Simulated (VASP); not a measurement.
Crystal: B.

```
B
1.0
     3.63524   -0.04585   -0.03858
    -0.04585    3.62130   -0.00011
    -0.03858   -0.00011    3.58861
B
8
Direct
  0.46359 0.46978 0.47330
  0.96804 0.03135 0.02940
  0.23796 0.05182 0.50710
  0.50457 0.23061 0.96762
  0.54308 0.75433 0.01531
  0.77490 0.97256 0.49799
  0.99086 0.48606 0.76049
  0.01701 0.50348 0.24878
```

| Item | Value |
| --- | --- |
| Program | VASP 6.6.1 |
| Task | relaxation of cell and atoms |
| Functional | PBE |
| Potentials or basis | VASP PAW PBE potentials, release 64 (B) |
| Cutoff | 600 eV |
| k mesh | 6 × 6 × 6 |
| Occupations | gaussian, width 0.1 eV |
| Spin | no spin polarisation |

At the start: pressure 17.7 GPa; volume 5.90 Å³/atom.

How do energy, volume and symmetry change on relaxing?

Over 49 steps the energy falls by 1201.9 meV/atom and the volume is 6.87 Å³/atom (+16.5 %); space group P1 (No. 1, to 0.1 Å) before and after.

Step by step:
| step | energy change (eV) | largest force (eV/Å) | pressure (GPa) | volume (Å³) |
| --- | --- | --- | --- | --- |
| 1 | 0.0000 | 1.3853 | 17.68 | 47.23 |
| 3 | -0.4601 | 1.1288 | -9.55 | 52.27 |
| 5 | -1.9474 | 2.9154 | 4.02 | 52.68 |
| 7 | -2.6448 | 4.7124 | 14.22 | 53.55 |
| 9 | -4.1857 | 3.8516 | 7.84 | 56.41 |
| 11 | -4.4142 | 4.8222 | 8.44 | 57.73 |
| 13 | -5.8012 | 2.2344 | -8.44 | 61.71 |
| 15 | -6.2788 | 1.9327 | -8.75 | 61.30 |
| 17 | -6.9641 | 3.7162 | -2.59 | 58.80 |
| 19 | -7.7781 | 2.3439 | 0.03 | 56.26 |
| 21 | -8.3735 | 1.4500 | -3.10 | 55.93 |
| 23 | -8.6812 | 1.3384 | 1.69 | 54.57 |
| 25 | -8.8315 | 0.8445 | 0.31 | 54.57 |
| 27 | -8.9629 | 0.7832 | -0.46 | 54.73 |
| 29 | -9.1054 | 0.9051 | 1.52 | 54.57 |
| 31 | -9.2657 | 0.8241 | -0.92 | 55.26 |
| 33 | -9.4340 | 0.7887 | 0.91 | 55.06 |
| 35 | -9.5233 | 0.6050 | -0.47 | 55.33 |
| 37 | -9.5764 | 0.4191 | -0.30 | 55.23 |
| 39 | -9.5953 | 0.2819 | -0.01 | 55.08 |
| 41 | -9.6082 | 0.2232 | 0.14 | 54.97 |
| 43 | -9.6135 | 0.1095 | 0.02 | 54.99 |
| 45 | -9.6150 | 0.0563 | 0.00 | 55.01 |
| 47 | -9.6153 | 0.0379 | -0.02 | 55.01 |
| 49 | -9.6154 | 0.0104 | 0.01 | 55.00 |

Final structure:
```
CELL_PARAMETERS angstrom
4.24650 -0.90288 -0.13906
-0.81973 4.45036 0.24877
-0.29637 0.35550 3.05380
ATOMIC_POSITIONS crystal
B 0.51245 0.55610 0.61741
B 0.86083 0.13268 0.12215
B 0.24752 0.14078 0.38137
B 0.46619 0.15187 0.91163
B 0.51422 0.76593 0.04265
B 0.89365 0.76493 0.34166
B 0.88766 0.48190 0.78245
B 0.11750 0.50581 0.30069
```

Caveat: the volume moved by over 15 % at a fixed basis, so the end points are rough.
